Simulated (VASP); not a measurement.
# InPd (Pm-3m) in VASP: further runs

The runs below take InPd through single point, relaxation of cell and atoms, with PBEsol.

All numbers are computed with VASP 6.6.1; they aren't measurements. Logs are shortened: lines on timing, memory, paths and dates and some standing lists are left out, and cuts for length are marked.

### 1 The cell of the first run

It takes space group Pm-3m (No. 221, cubic). The conventional cell has a = 3.211 Å, b = 3.211 Å, c = 3.211 Å, α = 90.00°, β = 90.00°, γ = 90.00°. In (site symmetry m-3m) has 8 Pd at 2.78 Å and 6 In at 3.21 Å within 3.7 Å. Within 3.7 Å of Pd (site symmetry m-3m) lie 8 In at 2.78 Å and 6 Pd at 3.21 Å.

### 2 Single point, PBEsol

File INCAR:

```
SYSTEM = InPd
ALGO = Normal
EDIFF = 1E-6
ENCUT = 500
GGA = PS
GGA_COMPAT = .False.
ISIF = 2
ISMEAR = -1
LASPH = .True.
LCHARG = .True.
LELF = .True.
LREAL = .False.
LVHAR = .True.
LWAVE = .False.
NBANDS = 18
NELM = 120
PREC = Accurate
SIGMA = 0.05
```

File KPOINTS:

```
k-points
0
Gamma
  8 8 8
  0 0 0
```

File POSCAR:

```
InPd
1.0
    3.2113657909      0.0000000000      0.0000000000
    0.0000000000      3.2113657909      0.0000000000
    0.0000000000      0.0000000000      3.2113657909
In Pd
1 1
Direct
    0.0000000000      0.0000000000      0.0000000000
    0.5000000000      0.5000000000      0.5000000000
```

Potentials or basis: VASP PAW PBE potentials, release 64 (In_d, Pd).

The run is started by

```bash
$ cat potpaw_PBE.64/In_d/POTCAR potpaw_PBE.64/Pd/POTCAR > POTCAR
$ mpirun -np 1 vasp_std > vasp.out
```

OUTCAR:

```text
SYSTEM = InPd
   EDIFF = 1E-6
   ENCUT = 500
   GGA = PS
   ISIF = 2
   ISMEAR = -1
   LASPH = .True.
   LREAL = .False.
   NELM = 120
   PREC = Accurate

 ion  position               nearest neighbor table
   1  0.000  0.000  0.000-   2 2.78   2 2.78   2 2.78   2 2.78   2 2.78   2 2.78   2 2.78   2 2.78

   2  0.500  0.500  0.500-   1 2.78   1 2.78   1 2.78   1 2.78   1 2.78   1 2.78   1 2.78   1 2.78

  LATTYP: Found a simple cubic cell.
 ALAT       =     3.2113657909

  Lattice vectors:

 A1 = (   3.2113657909,   0.0000000000,   0.0000000000)
 A2 = (   0.0000000000,   3.2113657909,   0.0000000000)
 A3 = (   0.0000000000,   0.0000000000,   3.2113657909)

Analysis of symmetry for initial positions (statically):
=====================================================================
 Subroutine PRICEL returns:
 Original cell was already a primitive cell.

 Routine SETGRP: Setting up the symmetry group for a
 simple cubic supercell.

 Subroutine GETGRP returns: Found 48 space group operations
 (whereof 48 operations were pure point group operations)
 out of a pool of 48 trial point group operations.

The static configuration has the point symmetry O_h .

Analysis of symmetry for dynamics (positions and initial velocities):
=====================================================================
 Subroutine PRICEL returns:
 Original cell was already a primitive cell.

 Routine SETGRP: Setting up the symmetry group for a
 simple cubic supercell.

 Subroutine GETGRP returns: Found 48 space group operations
 (whereof 48 operations were pure point group operations)
 out of a pool of 48 trial point group operations.

The dynamic configuration has the point symmetry O_h .

 Subroutine INISYM returns: Found 48 space group operations
 (whereof 48 operations are pure point group operations),
 and found     1 'primitive' translations

----------------------------------------------------------------------------------------

                                     Primitive cell

  volume of cell :      33.1184

  direct lattice vectors                    reciprocal lattice vectors
     3.211365791  0.000000000  0.000000000     0.311393988  0.000000000  0.000000000
     0.000000000  3.211365791  0.000000000     0.000000000  0.311393988  0.000000000
     0.000000000  0.000000000  3.211365791     0.000000000  0.000000000  0.311393988

  length of vectors
     3.211365791  3.211365791  3.211365791     0.311393988  0.311393988  0.311393988

  position of ions in fractional coordinates (direct lattice)
     0.000000000  0.000000000  0.000000000
     0.500000000  0.500000000  0.500000000

  ion indices of the primitive-cell ions
   primitive index   ion index
                 1           1
                 2           2

----------------------------------------------------------------------------------------

 KPOINTS: k-points

Automatic generation of k-mesh.
 Grid dimensions read from file:
 generate k-points for:    8    8    8

 Generating k-lattice:

  Cartesian coordinates                     Fractional coordinates (reciprocal lattice)
     0.038924248  0.000000000  0.000000000     0.125000000  0.000000000  0.000000000
     0.000000000  0.038924248  0.000000000     0.000000000  0.125000000  0.000000000
     0.000000000  0.000000000  0.038924248     0.000000000  0.000000000  0.125000000

  Length of vectors
     0.038924248  0.038924248  0.038924248

  Shift w.r.t. Gamma in fractional coordinates (k-lattice)
     0.000000000  0.000000000  0.000000000

 Subroutine IBZKPT returns following result:
 ===========================================

 Found     35 irreducible k-points:

 Following reciprocal coordinates:
            Coordinates               Weight
  0.000000  0.000000  0.000000      1.000000
  0.125000  0.000000  0.000000      6.000000
  0.250000  0.000000  0.000000      6.000000
  0.375000  0.000000  0.000000      6.000000
  0.500000  0.000000  0.000000      3.000000
  0.125000  0.125000  0.000000     12.000000
[... 16 lines left out ...]
  0.375000  0.375000  0.125000     24.000000
  0.500000  0.375000  0.125000     24.000000
 [... further k-points ...]
   k-points           NKPTS =     35   k-points in BZ     NKDIM =     35   number of bands    NBANDS=     18
   number of dos      NEDOS =    301   number of ions     NIONS =      2
   total plane-waves  NPLWV =  13824
   dimension x,y,z NGX =    24 NGY =   24 NGZ =   24
   dimension x,y,z NGXF=    48 NGYF=   48 NGZF=   48
   ions per type =               1   1
   NGX,Y,Z   is equivalent  to a cutoff of  12.42, 12.42, 12.42 a.u.
   NGXF,Y,Z  is equivalent  to a cutoff of  24.85, 24.85, 24.85 a.u.
 SYSTEM =  InPd
   PREC   = accura    normal or accurate (medium, high low for compatibility)
   ISTART =      0    job   : 0-new  1-cont  2-samecut
   ICHARG =      2    charge: 1-file 2-atom 10-const
   ISPIN  =      1    spin polarized calculation?
   LNONCOLLINEAR =      F non collinear calculations
   LSORBIT =      F    spin-orbit coupling
   LASPH  =      T    aspherical Exc in radial PAW
   ENCUT  =  500.0 eV  36.75 Ry    6.06 a.u.   5.86  5.86  5.86*2*pi/ulx,y,z
   NELM   =    120;   NELMIN=  2; NELMDL= -5     # of ELM steps
   EDIFF  = 0.1E-05   stopping-criterion for ELM
   LREAL  =      F    real-space projection
   EDIFFG = 0.1E-04   stopping-criterion for IOM
   NSW    =      0    number of steps for IOM
   IBRION =     -1    ionic relax: 0-MD 1-quasi-New 2-CG
   NFREE  =      0    steps in history (QN), initial steepest desc. (CG)
   ISIF   =      2    stress and relaxation
   ISYM   =      2    0-nonsym 1-usesym 2-fastsym
   POTIM  = 0.5000    time-step for ionic-motion
   TEBEG  =    0.0;   TEEND  =   0.0 temperature during run
   PSTRESS=    0.0 pullay stress
   NELECT =      23.0000    total number of electrons
   NUPDOWN=      -1.0000    fix difference up-down
   EMIN   =  10.00;   EMAX   =-10.00  energy-range for DOS
   EFERMI =   0.00;   METHOD = LEGACY
   ISMEAR =    -1;   SIGMA  =   0.05  broadening in eV -4-tet -1-fermi 0-gaus
   EFERMI_NEDOS =   21; number of points for ismear=-14 and -15
   IALGO  =     38    algorithm
   IMIX   =      4    mixing-type and parameters
     AMIX     =   0.40;   BMIX     =  1.00
     AMIX_MAG =   1.60;   BMIX_MAG =  1.00
  volume/ion in A,a.u.               =      16.56       111.75
  Fermi-wavevector in a.u.,A,eV,Ry     =   1.449754  2.739638 28.596546  2.101787
  Thomas-Fermi vector in A             =   2.567444
   LORBIT       =      0    0 simple, 1 ext, 2 COOP (PROOUT), +10 PAW based schemes
   GGA     = PS    functional components
   LHFCALC =     F    Hartree Fock is set to
   AEXX    =    0.0000 exact exchange contribution
   IVDW    =     0    specifies the selected vdW correction
   LEPSILON=     F    determine dielectric tensor
   LRPA    =     F    only Hartree local field effects (RPA)
 non-spin polarized calculation
  energy-cutoff  :      500.00
  volume of cell :       33.12
 maximum number of plane-waves:       860
 NGX is ok and might be reduce to    24
   NGX = 11   NGY = 11   NGZ = 11

 number of electron      22.9999995 magnetization

 Free energy of the ion-electron system (eV)
  ---------------------------------------------------
  ext. energy  EPLUGINS =         0.00000000
  ---------------------------------------------------
  free energy    TOTEN  =        -9.98637097 eV

  energy without entropy =       -9.97651271  energy(sigma->0) =       -9.98144184

 E-fermi :  11.1136     XC(G=0): -12.7243

 val. band max:       11.0857627011   @ k =   0.3750   0.2500   0.1250
 cond. band min:      11.3163464771   @ k =   0.5000   0.5000   0.5000
 fundamental gap:      0.2305837760
 Fermi energy:        11.1136012468

 k-point     1 :       0.0000    0.0000    0.0000
  band No.  band energies     occupation
      1      -3.8187      2.00000
      2      -3.8187      2.00000
      3      -3.3319      2.00000
      4      -3.3319      2.00000
      5      -3.3319      2.00000
      6       0.6229      2.00000
[... 10 lines left out ...]
     17      22.1972      0.00000
     18      27.3257      0.00000

 k-point     2 :       0.1250    0.0000    0.0000
  band No.  band energies     occupation
      1      -3.8077      2.00000
      2      -3.7581      2.00000
      3      -3.3501      2.00000
      4      -3.3501      2.00000
      5      -3.3258      2.00000
      6       0.8833      2.00000
[... 10 lines left out ...]
     17      23.7723      0.00000
     18      26.9012      0.00000

 k-point     3 :       0.2500    0.0000    0.0000
  band No.  band energies     occupation
      1      -3.7810      2.00000
      2      -3.6126      2.00000
      3      -3.3938      2.00000
      4      -3.3938      2.00000
      5      -3.3113      2.00000
      6       1.6594      2.00000
[... 10 lines left out ...]
     17      26.1241      0.00000
     18      26.6008      0.00000

 k-point     4 :       0.3750    0.0000    0.0000
  band No.  band energies     occupation
      1      -3.7541      2.00000
      2      -3.4686      2.00000
      3      -3.4371      2.00000
      4      -3.4371      2.00000
      5      -3.2968      2.00000
      6       2.9170      2.00000
[... 10 lines left out ...]
     17      24.3335      0.00000
     18      24.3340      0.00000

 k-point     5 :       0.5000    0.0000    0.0000
  band No.  band energies     occupation
      1      -3.7429      2.00000
      2      -3.4549      2.00000
      3      -3.4549      2.00000
      4      -3.4094      2.00000
      5      -3.2907      2.00000
      6       4.3597      2.00000
[... 10 lines left out ...]
     17      22.2615      0.00000
     18      22.5377      0.00000

 k-point     6 :       0.1250    0.1250    0.0000
  band No.  band energies     occupation
      1      -3.7740      2.00000
      2      -3.7207      2.00000
      3      -3.3734      2.00000
      4      -3.3565      2.00000
      5      -3.3356      2.00000
      6       1.1414      2.00000
[... 307 lines left out ...]
 k-point    21 :       0.3750    0.2500    0.1250
  band No.  band energies     occupation
      1      -3.5917      2.00000
      2      -3.5801      2.00000
      3      -3.4858      2.00000
      4      -3.4247      2.00000
      5      -3.3288      2.00000
      6       3.8150      2.00000
[... 10 lines left out ...]
     17      23.9920      0.00000
     18      25.1420      0.00000

 k-point    22 :       0.5000    0.2500    0.1250
  band No.  band energies     occupation
      1      -3.6160      2.00000
      2      -3.5788      2.00000
      3      -3.5079      2.00000
      4      -3.4260      2.00000
      5      -3.2683      2.00000
      6       4.5661      2.00000
[... 10 lines left out ...]
     17      23.8545      0.00000
     18      25.8476      0.00000

 k-point    23 :       0.3750    0.3750    0.1250
  band No.  band energies     occupation
      1      -3.6739      2.00000
      2      -3.5458      2.00000
      3      -3.5002      2.00000
      4      -3.4864      2.00000
      5      -3.2025      2.00000
      6       4.4353      2.00000
[... 10 lines left out ...]
     17      22.3728      0.00000
     18      24.6696      0.00000

 k-point    24 :       0.5000    0.3750    0.1250
  band No.  band energies     occupation
      1      -3.7103      2.00000
      2      -3.5352      2.00000
      3      -3.5206      2.00000
      4      -3.4968      2.00000
      5      -3.1439      2.00000
      6       4.7520      2.00000
[... 10 lines left out ...]
     17      22.5220      0.00000
     18      24.6095      0.00000

 [... further k-points ...]
[... 5 lines left out ...]
  --------------------------------------------------------------------------------------
  -------------------------------------------------------------------------------------
  Total        1.0854118      1.0854118      1.0854118     -0.0000000      0.0000000     -0.0000000
  in kB       52.5092477     52.5092477     52.5092477     -0.0000000      0.0000000     -0.0000000
  external PRESSURE =      52.5092477 kB  Pullay stress =       0.0000000 kB

 VOLUME and BASIS-vectors are now :
 -----------------------------------------------------------------------------
  energy-cutoff  :      500.00
  volume of cell :       33.12
      direct lattice vectors                 reciprocal lattice vectors
     3.211365791  0.000000000  0.000000000     0.311393988  0.000000000  0.000000000
     0.000000000  3.211365791  0.000000000     0.000000000  0.311393988  0.000000000
     0.000000000  0.000000000  3.211365791     0.000000000  0.000000000  0.311393988

 POSITION                                       TOTAL-FORCE (eV/Angst)
 -----------------------------------------------------------------------------------
      0.00000      0.00000      0.00000         0.000000      0.000000      0.000000
      1.60568      1.60568      1.60568         0.000000      0.000000      0.000000
 -----------------------------------------------------------------------------------
    total drift:                                0.000000      0.000000     -0.000000

  FREE ENERGIE OF THE ION-ELECTRON SYSTEM (eV)
  ---------------------------------------------------
  free  energy   TOTEN  =        -9.9863709684 eV

  energy  without entropy=       -9.9765127127  energy(sigma->0) =       -9.98144184
```

Run time: 5.1 s. Hardware: 1 thread of Intel Xeon 6975P-C (Granite Rapids), shared host; peak memory 0.15 GiB.

Results:

```
Free energy : -9.9864 eV
Pressure    : 5.3 GPa
```

Levels at points of the mesh, in eV from the Fermi level:
```csv
k point,band 9,band 10,band 11,band 12,band 13,band 14,band 15,band 16
"(0.00, 0.00, 0.00)",-2.30,-2.30,-2.30,4.36,4.36,4.36,10.21,11.08
"(0.50, 0.00, 0.00)",-3.40,-3.40,-2.40,-1.05,10.12,10.12,10.19,11.15
"(0.50, 0.50, 0.00)",-2.74,-2.49,-2.49,-1.67,1.83,2.73,9.92,11.53
"(0.50, 0.50, 0.50)",-1.63,-1.63,0.20,3.93,3.93,3.93,4.72,4.72
```

Caveat: the PAW data sets were made with another functional, which shifts forces and pressure a little; spin-orbit coupling is left out, which moves the levels of the heavy elements.

### 3 Single point, PBEsol

This run uses another cell than the first one, of 17.11 Å³/atom, 1.033 times its volume.

File INCAR:

```
PREC = Accurate ; ENCUT = 500
EDIFF = 1E-6 ; ISMEAR = -1
SIGMA = 0.05 ; LREAL = False
LASPH = True ; NELM = 120
ALGO = Normal ; ISIF = 2
LWAVE = False ; LCHARG = True
GGA = PS ; LELF = True
LVHAR = True ; NBANDS = 18
GGA_COMPAT = False
```

File KPOINTS:

```
regular mesh
0
Gamma
  8 8 8
```

File POSCAR:

```
InPd
1.0
    3.2467612934      0.0000000000      0.0000000000
    0.0000000000      3.2467612934      0.0000000000
    0.0000000000      0.0000000000      3.2467612934
In Pd
1 1
Direct
    0.0000000000      0.0000000000      0.0000000000
    0.5000000000      0.5000000000      0.5000000000
```

Potentials or basis: VASP PAW PBE potentials, release 64 (In_d, Pd).

The run is started by

```bash
$ cat potpaw_PBE.64/In_d/POTCAR potpaw_PBE.64/Pd/POTCAR > POTCAR
$ mpirun -np 1 vasp_std > vasp.out
```

Run time: 5.2 s. Hardware: 1 thread of Intel Xeon 6975P-C (Granite Rapids), shared host; peak memory 0.14 GiB.

Results (log left out):

```yaml
Free_energy: -10.0047 eV
Pressure: 0.2 GPa
```

Levels at points of the mesh, in eV from the Fermi level:
```
           k point  band 10  band 11  band 12  band 13  band 14  band 15
(0.00, 0.00, 0.00)    -2.22    -2.22     4.30     4.30     4.30     9.77
(0.50, 0.00, 0.00)    -3.26    -2.30    -1.03     9.82     9.82    10.07
(0.50, 0.50, 0.00)    -2.35    -2.35    -1.62     1.66     2.61     9.68
(0.50, 0.50, 0.50)    -1.57     0.06     3.89     3.89     3.89     4.58
```

Caveat: the PAW data sets were made with another functional, which shifts forces and pressure a little; spin-orbit coupling is left out, which moves the levels of the heavy elements.

(Part 1 of 2 ends here.)
